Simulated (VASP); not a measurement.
Set up this calculation in VASP 6.6.1, as the native input.

* Task: single point
* Functional: PBE
* Potentials or basis: VASP PAW PBE potentials, release 64 (Cr_pv, O)
* Cutoff: 520 eV
* k mesh: 6 × 6 × 6
* Occupations: gaussian, width 0.1 eV
* Spin: collinear spin, ferromagnetic start
* Starting moments: [3.0, 0.0, 0.0] μB
* Dipole correction: no
* Further INCAR settings: ALGO = Normal; EDIFF = 1e-06; NBANDS = 23

The structure of CrO2 lies in POSCAR:

```
CrO2
1.0
    0.0000000000      2.4116529213      2.4116529213
    2.4116529213      0.0000000000      2.4116529213
    2.4116529213      2.4116529213      0.0000000000
Cr O
1 2
Direct
    0.0000000000      0.0000000000      0.0000000000
    0.2500000000      0.2500000000      0.2500000000
    0.7500000000      0.7500000000      0.7500000000
```

These files were run (other wordings do the same):

INCAR

```
SYSTEM = CrO2
PREC     = Accurate       ! precision mode
ENCUT    = 520            ! plane-wave cutoff, eV
EDIFF    = 1E-6           ! SCF threshold, eV
ISMEAR   = 0              ! smearing method
SIGMA    = 0.1            ! smearing width, eV
LREAL    = .FALSE.        ! projectors in reciprocal space
LASPH    = .TRUE.         ! aspherical terms in the spheres
NELM     = 150            ! most SCF steps
ALGO     = Normal         ! electronic algorithm
ISIF     = 2              ! what is computed and relaxed
LWAVE    = .FALSE.        ! write WAVECAR
LCHARG   = .FALSE.        ! write CHGCAR
ISPIN    = 2              ! spin polarisation
MAGMOM   = 3 0 0          ! initial moments
LORBIT   = 11             ! projections on sites
LMAXMIX  = 4              ! l up to which the mixer works
GGA      = PE             ! functional
NBANDS   = 23             ! bands
```

KPOINTS

```
regular mesh
0
G
  6 6 6
  0 0 0
```

Potentials or basis: VASP PAW PBE potentials, release 64 (Cr_pv, O).

The run is started by

```bash
$ cat potpaw_PBE.64/Cr_pv/POTCAR potpaw_PBE.64/O/POTCAR > POTCAR
$ mpirun -np 1 vasp_std > vasp.out
```

Results of the run:

```
Pressure                                              : -15.1 GPa
Band gap on the k mesh                                : 0.22 eV, direct
Net moment                                            : 2.00 μB per cell
Site moments                                          : Cr +2.24; O -0.14 μB
Valence electrons inside the program's atomic spheres : Cr 10.46; O 4.97
```

Caveat: a cell with one magnetic atom can't hold antiferromagnetic order, which such compounds often take.

Wall time 16 s on 1 thread of Intel(R) Xeon(R) 6975P-C (Granite Rapids), on a shared host, peak memory 0.17 GiB.
